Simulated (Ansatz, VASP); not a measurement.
**Two plane-wave programs on W**

```
CELL_PARAMETERS angstrom
-1.59730 1.59730 1.51744
1.59730 -1.59730 1.51744
1.59730 1.59730 -1.51744
ATOMIC_POSITIONS crystal
W 0.00000 0.00000 0.00000
```

Change from the starting cell: strain +0.000 along x and y, -0.050 along z, atoms carried along.

Alike in both runs: task single point; functional PBEsol; k mesh 20 × 20 × 20; occupations gaussian, width 0.15 eV; no spin polarisation.

|  | VASP | Ansatz |
| --- | --- | --- |
| version | VASP 6.6.1 | Ansatz 0.2.0 |
| potentials or method | VASP PAW PBE potentials, release 64 (W_sv), cutoff 520 eV | scalar-relativistic, plane waves, PAW |
| valence electrons in the cell | 14 | 14 |

|  | VASP | Ansatz | Ansatz less VASP |
| --- | --- | --- | --- |
| gap on the k mesh at the Fermi level (eV) | none | none | - |
| pressure (GPa) | 5.5 | 4.8 | -0.73 |
| traceless stress, the component that is largest in VASP (GPa) | 12.74 | 12.72 | -0.013 |

VASP's potentials were made for PBE, not for PBEsol. A gap of «none» marks a metal or a gap that the smearing closes.

Neither program's run includes spin-orbit coupling.
